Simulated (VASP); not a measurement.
# SnSe (Fm-3m) in VASP: notebook, part 2 of 2

VASP 6.6.1. Earlier steps stand in the parts before.

### 3 Relaxation of cell and atoms, BLYP+D3(BJ)

Contents of INCAR:

```
SYSTEM = SnSe
PREC = Accurate
ENCUT = 600
EDIFF = 1E-6
ISMEAR = -1
SIGMA = 0.05
LREAL = .False.
LASPH = .True.
NELM = 100
ALGO = Normal
ISIF = 3
LWAVE = .False.
LCHARG = .False.
GGA = B5
ALDAX = 1.0
AGGAX = 1.0
AGGAC = 1.0
ALDAC = 0.0
IVDW = 12
VDW_S6 = 1.0
VDW_S8 = 2.6996
VDW_A1 = 0.4298
VDW_A2 = 4.2359
IBRION = 2
NSW = 60
EDIFFG = -0.01
```

Contents of KPOINTS:

```
Automatic mesh
0
Gamma
  8 8 8
  0 0 0
```

Contents of POSCAR:

```
SnSe
1.0
    0.0000000000      3.0100000000      3.0100000000
    3.0100000000      0.0000000000      3.0100000000
    3.0100000000      3.0100000000      0.0000000000
Sn Se
1 1
Direct
    0.0000000000      0.0000000000      0.0000000000
    0.5000000000      0.5000000000      0.5000000000
```

Potentials or basis: VASP PAW PBE potentials, release 64 (Sn_d, Se).

Run with:

```bash
> cat potpaw_PBE.64/Sn_d/POTCAR potpaw_PBE.64/Se/POTCAR > POTCAR
> mpirun -np 1 vasp_std > vasp.out
```

Wall time 43 s (1 thread of Intel Xeon 6975P-C, shared host); peak memory 0.22 GiB.

Results (log left out):

* Free energy: -8.6259 eV
* Pressure after relaxing: 0.0 GPa
* Band gap on the k mesh: 0.40 eV, direct
* Dispersion energy per atom: -0.818 eV

Final structure:
```
Sn Se
1.0
     0.00000    3.01000    3.01000
     3.01000    0.00000    3.01000
     3.01000    3.01000    0.00000
Sn Se
1 1
Cartesian
  0.0000 0.0000 0.0000
  3.0100 3.0100 3.0100
```

Levels at points of the mesh, in eV from the valence-band top:
```
           k point  band 7  band 8  band 9  band 10  band 11  band 12  band 13  band 14
(0.00, 0.00, 0.00)   -5.29   -2.30   -2.30    -2.30     4.11     4.11     4.11     5.99
(0.50, 0.00, 0.00)   -8.19   -2.03   -2.03     0.00     0.40     1.13     1.13     8.47
(0.50, 0.50, 0.00)   -6.25   -5.48   -3.71    -3.71     3.25     5.14     5.14     5.82
```

Caveat: the relaxation stopped at its first step, so nothing moved; the PAW data sets were made with another functional, which shifts forces and pressure a little; spin-orbit coupling is left out, which moves the levels of the heavy elements.

### 4 Single point, revPBE+D4

This run uses another cell than the first one, of 26.40 Å³/atom, 0.968 times its volume.

Contents of INCAR:

```
SYSTEM = SnSe
PREC = Accurate
ENCUT = 520
EDIFF = 1E-6
ISMEAR = 1
SIGMA = 0.025
LREAL = .False.
LASPH = .True.
NELM = 100
ALGO = Normal
ISIF = 2
LWAVE = .False.
LCHARG = .True.
GGA = RE
IVDW = 13
LELF = .True.
LVHAR = .True.
NBANDS = 17
```

Contents of KPOINTS:

```
regular mesh
0
Gamma
  8 8 8
  0 0 0
```

Contents of POSCAR:

```
SnSe
1.0
    0.0000000000      2.9775006809      2.9775006809
    2.9775006809      0.0000000000      2.9775006809
    2.9775006809      2.9775006809      0.0000000000
Sn Se
1 1
Direct
    0.0000000000      0.0000000000      0.0000000000
    0.5000000000      0.5000000000      0.5000000000
```

Run with:

```bash
> cat potpaw_PBE.64/Sn_d/POTCAR potpaw_PBE.64/Se/POTCAR > POTCAR
> mpirun -np 1 vasp_std > vasp.out
```

Wall time 11 s (1 thread of Intel Xeon 6975P-C (Granite Rapids), shared host); peak memory 0.19 GiB.

It converged, with:

| Quantity | Value |
| --- | --- |
| Free energy | -8.8742 eV |
| Pressure | 0.0 GPa |
| Band gap on the k mesh | 0.70 eV, direct |
| Dispersion energy per atom | -0.652 eV |

Levels at points of the mesh, in eV from the valence-band top:
| k point | band 7 | band 8 | band 9 | band 10 | band 11 | band 12 | band 13 | band 14 |
| --- | --- | --- | --- | --- | --- | --- | --- | --- |
| (0.00, 0.00, 0.00) | -4.93 | -2.31 | -2.31 | -2.31 | 4.45 | 4.45 | 4.45 | 5.81 |
| (0.50, 0.00, 0.00) | -8.21 | -2.06 | -2.06 | 0.00 | 0.70 | 1.23 | 1.23 | 8.38 |
| (0.50, 0.50, 0.00) | -5.99 | -5.71 | -3.81 | -3.81 | 2.93 | 5.54 | 5.54 | 6.20 |

Caveat: the PAW data sets were made with another functional, which shifts forces and pressure a little; spin-orbit coupling is left out, which moves the levels of the heavy elements.

### 5 Relaxation of cell and atoms, revPBE+D4

Contents of INCAR:

```
SYSTEM = SnSe
ALGO = Normal
EDIFF = 1E-7
EDIFFG = -0.01
ENCUT = 600
GGA = RE
IBRION = 2
ISIF = 3
ISMEAR = 1
IVDW = 13
LASPH = .True.
LCHARG = .False.
LREAL = .False.
LWAVE = .False.
NELM = 60
NSW = 60
PREC = Accurate
SIGMA = 0.025
```

Contents of KPOINTS:

```
k-points
0
Gamma
  8 8 8
  0 0 0
```

Contents of POSCAR:

```
SnSe
1.0
    0.0000000000      3.0100000000      3.0100000000
    3.0100000000      0.0000000000      3.0100000000
    3.0100000000      3.0100000000      0.0000000000
Sn Se
1 1
Direct
    0.0000000000      0.0000000000      0.0000000000
    0.5000000000      0.5000000000      0.5000000000
```

Run with:

```bash
> cat potpaw_PBE.64/Sn_d/POTCAR potpaw_PBE.64/Se/POTCAR > POTCAR
> mpirun -np 1 vasp_std > vasp.out
```

It took 30 s on 1 thread of Intel Xeon 6975P-C (Granite Rapids), shared host; peak memory 0.23 GiB.

It converged, with:

| Quantity | Value |
| --- | --- |
| Free energy | -8.8743 eV |
| Relaxed volume | 26.41 Å³/atom |
| Relaxed cell | a = 4.211 Å, b = 4.211 Å, c = 4.211 Å, α = 60.00°, β = 60.00°, γ = 60.00° |
| Space group after relaxing (to 0.05 Å) | Fm-3m (No. 225) |
| Energy gained by relaxing | 4.2 meV/atom |
| Ionic steps | 3 |
| Pressure after relaxing | 0.0 GPa |
| Band gap on the k mesh | 0.70 eV, direct |
| Dispersion energy per atom | -0.651 eV |

The path:
```
step  energy change (eV)  largest force (eV/Å)  pressure (GPa)  volume (Å³)
   1              0.0000                0.0000           -1.43        54.54
   2             -0.0082                0.0000            0.18        52.64
   3             -0.0083                0.0000            0.01        52.81
```

Final structure:
```xyz
2
Lattice="0.0000 2.9779 2.9779 2.9779 0.0000 2.9779 2.9779 2.9779 0.0000" Properties=species:S:1:pos:R:3 pbc="T T T"
Sn    0.0000    0.0000    0.0000
Se    2.9779    2.9779    2.9779
```

Levels at points of the mesh, in eV from the valence-band top:
| k point | band 8 | band 9 | band 10 | band 11 | band 12 | band 13 |
| --- | --- | --- | --- | --- | --- | --- |
| (0.00, 0.00, 0.00) | -2.31 | -2.31 | -2.31 | 4.45 | 4.45 | 4.45 |
| (0.50, 0.00, 0.00) | -2.06 | -2.06 | 0.00 | 0.70 | 1.23 | 1.23 |
| (0.50, 0.50, 0.00) | -5.71 | -3.81 | -3.81 | 2.93 | 5.54 | 5.54 |

Caveat: the PAW data sets were made with another functional, which shifts forces and pressure a little; spin-orbit coupling is left out, which moves the levels of the heavy elements. A k mesh can miss the band edges.

### 6 Single point, HSE06

POSCAR is that of step 5.

Contents of INCAR.step1:

```
SYSTEM = SnSe
ALGO     = Normal         ! electronic algorithm
EDIFF    = 1E-5           ! SCF threshold, eV
ENCUT    = 520            ! plane-wave cutoff, eV
GGA      = PE             ! functional
ISIF     = 2              ! what is computed and relaxed
ISMEAR   = -1             ! smearing method
LASPH    = .True.         ! aspherical terms in the spheres
LCHARG   = .False.        ! write CHGCAR
LREAL    = .False.        ! projectors in reciprocal space
LWAVE    = .True.         ! write WAVECAR
NBANDS   = 17             ! bands
NELM     = 100            ! most SCF steps
PREC     = Accurate       ! precision mode
SIGMA    = 0.05           ! smearing width, eV
```

Contents of INCAR.step2:

```
SYSTEM = SnSe
ALGO     = Normal         ! electronic algorithm
EDIFF    = 1E-7           ! SCF threshold, eV
ENCUT    = 520            ! plane-wave cutoff, eV
GGA      = PE             ! functional
HFSCREEN = 0.2079         ! screening, 1/A
ISIF     = 2              ! what is computed and relaxed
ISMEAR   = -1             ! smearing method
ISTART   = 1            
LASPH    = .True.         ! aspherical terms in the spheres
LCHARG   = .False.        ! write CHGCAR
LHFCALC  = .True.         ! exact exchange
LREAL    = .False.        ! projectors in reciprocal space
LWAVE    = .False.        ! write WAVECAR
NBANDS   = 17             ! bands
NELM     = 100            ! most SCF steps
PREC     = Accurate       ! precision mode
PRECFOCK = Normal       
SIGMA    = 0.05           ! smearing width, eV
```

Contents of KPOINTS:

```
k-points
0
Gamma
  4 4 4
  0 0 0
```

Potentials or basis: VASP PAW PBE potentials, release 64 (Sn_d, Se).

Run with:

```bash
> cat potpaw_PBE.64/Sn_d/POTCAR potpaw_PBE.64/Se/POTCAR > POTCAR
> cp INCAR.step1 INCAR
> mpirun -np 1 vasp_std > vasp.out
> cp INCAR.step2 INCAR
> mpirun -np 1 vasp_std > vasp.out
```

Run time: 5.1 min. Hardware: 1 thread of Intel Xeon 6975P-C (Granite Rapids), shared host; peak memory 0.29 GiB.

Results (log left out):

- Free energy: -9.7882 eV
- Pressure: -1.9 GPa
- Band gap on the k mesh: 0.48 eV, direct

Levels at points of the mesh, in eV from the valence-band top:
```tsv
k point	band 7	band 8	band 9	band 10	band 11	band 12	band 13	band 14
(0.00, 0.00, 0.00)	-5.66	-2.84	-2.84	-2.84	4.79	4.79	4.79	6.18
(0.50, 0.00, 0.00)	-9.20	-2.59	-2.59	0.00	0.48	1.39	1.39	8.70
(0.50, 0.50, 0.00)	-6.77	-6.45	-4.42	-4.42	3.16	5.90	5.90	6.54
```

Caveat: the k points lie up to 0.45 Å⁻¹ apart; the PAW data sets were made with another functional, which shifts forces and pressure a little; spin-orbit coupling is left out, which moves the levels of the heavy elements. A k mesh can miss the band edges.

### 7 The runs side by side

```tsv
task	level	cell	k mesh	cutoff (eV)	smearing	grid for exact exchange (PRECFOCK)	screening parameter	gap on the mesh (eV)	pressure (GPa)	relaxed volume (Å³/atom)
relaxation of cell and atoms	revPBE+D4	relaxed from a = 4.257 Å, angles 60.0°, 2 atoms	8 × 8 × 8	600	fermi-dirac 0.05 eV	-	-	0.70	0.0	26.41
relaxation of cell and atoms	BLYP+D3(BJ)	relaxed from a = 4.257 Å, angles 60.0°, 2 atoms	8 × 8 × 8	600	fermi-dirac 0.05 eV	-	-	0.40	0.0	-
single point	revPBE+D4	a = 4.211 Å, angles 60.0°, 2 atoms	8 × 8 × 8	520	methfessel-paxton 0.025 eV	-	-	0.70	0.0	-
relaxation of cell and atoms	revPBE+D4	relaxed from a = 4.257 Å, angles 60.0°, 2 atoms	8 × 8 × 8	600	methfessel-paxton 0.025 eV	-	-	0.70	0.0	26.41
single point	HSE06	a = 4.257 Å, angles 60.0°, 2 atoms	4 × 4 × 4	520	fermi-dirac 0.05 eV	Normal	0.2079 1/Å	0.48	-1.9	-
```

Alike in all rows: potentials or basis VASP PAW PBE potentials, release 64 (Sn_d, Se); no spin polarisation.

Caveats: some runs use coarse meshes; the PAW data sets were made with another functional, which shifts forces and pressure a little; spin-orbit coupling is left out, which moves the levels of the heavy elements; the relaxation stopped at its first step, so nothing moved (some runs).

Absolute energies hang on the potentials; compare differences alone.
